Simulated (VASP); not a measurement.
# BaTiO3: single point with PBE

BaTiO3:

```
Ba Ti O
1.0
     4.01672    0.00502    0.00001
     0.00502    4.02227   -0.00002
     0.00002   -0.00003    8.27698
Ba Ti O
2 2 6
Cartesian
  4.0024 -0.0104 -0.0369
  0.0194 4.0377 4.1016
  1.9480 1.9468 1.9625
  2.0738 2.0804 6.1010
  2.0085 2.0111 0.1307
  2.0133 2.0162 4.2693
  2.0413 0.0599 2.1330
  1.9804 3.9674 6.2716
  0.0555 2.0469 2.1341
  3.9662 1.9803 6.2727
```

```
Program                : VASP 6.6.1
Task                   : single point
Functional             : PBE
Potentials or basis    : VASP PAW PBE potentials, release 64 (Ba_sv, Ti_sv, O)
Cutoff                 : 520 eV
k mesh                 : 7 × 7 × 4
Occupations            : fermi-dirac, width 0.05 eV
Spin                   : no spin polarisation
Dipole correction      : no
Further INCAR settings : ALGO = Normal; EDIFF = 1e-07; NBANDS = 51
```

```yaml
Pressure: 1.6 GPa
Largest_force: 0.089 eV/Å
Band_gap_on_the_k_mesh: 2.39 eV
```

Forces in eV/Å, atoms in the order of the input:
```
Ba   0.004  0.005  0.038
Ba  -0.005 -0.005  0.038
Ti   0.039  0.044  0.065
Ti  -0.038 -0.044  0.067
O    0.000  0.000 -0.074
O    0.000  0.000 -0.076
O   -0.005 -0.048 -0.014
O    0.004  0.047 -0.015
O   -0.041 -0.005 -0.014
O    0.042  0.005 -0.015
```

Levels at points of the mesh, in eV from the valence-band top:
```tsv
k point	band 36	band 37	band 38	band 39	band 40	band 41	band 42	band 43	band 44	band 45
(0.00, 0.00, 0.00)	-0.87	-0.68	-0.58	-0.55	-0.49	2.39	2.43	2.62	2.68	3.76
(0.00, 0.00, 0.50)	-1.28	-0.72	-0.72	-0.60	-0.60	2.45	2.45	3.20	3.20	3.21
```

It took 15 min on 1 thread of Intel(R) Xeon(R) Platinum 8488C (Sapphire Rapids), on a shared host, peak memory 0.63 GiB.

Caveat: spin-orbit coupling is left out, which moves the levels of the heavy elements. As with any semilocal functional, this PBE gap is likely too small.
